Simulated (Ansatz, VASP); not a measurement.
# Ga: VASP beside Ansatz

```
Ga
1.0
    -2.99521    2.99521    2.99521
     2.99521   -2.99521    2.99521
     2.99521    2.99521   -2.99521
Ga
6
Cartesian
  2.2464 0.0000 1.4976
  1.4976 2.2464 0.0000
  0.7488 0.0000 4.4928
  4.4928 0.7488 0.0000
  0.0000 1.4976 2.2464
  0.0000 4.4928 0.7488
```

Alike in both runs: task single point; functional PBEsol; k mesh 6 × 6 × 6; occupations fermi-dirac, width 0.15 eV; no spin polarisation.

```csv
,VASP,Ansatz
version,VASP 6.6.1,Ansatz 0.2.0
potentials or method,"VASP PAW PBE potentials, release 64 (Ga_d), cutoff 520 eV","plane waves, PAW"
valence electrons in the cell,78,78
```

Ansatz gave:

| Item | Value |
| --- | --- |
| pressure (GPa) | -0.6 |

**Question.** Which values does VASP return?

**Answer.** Pressure (GPa): -0.5.

VASP's potentials were made for PBE, not for PBEsol.
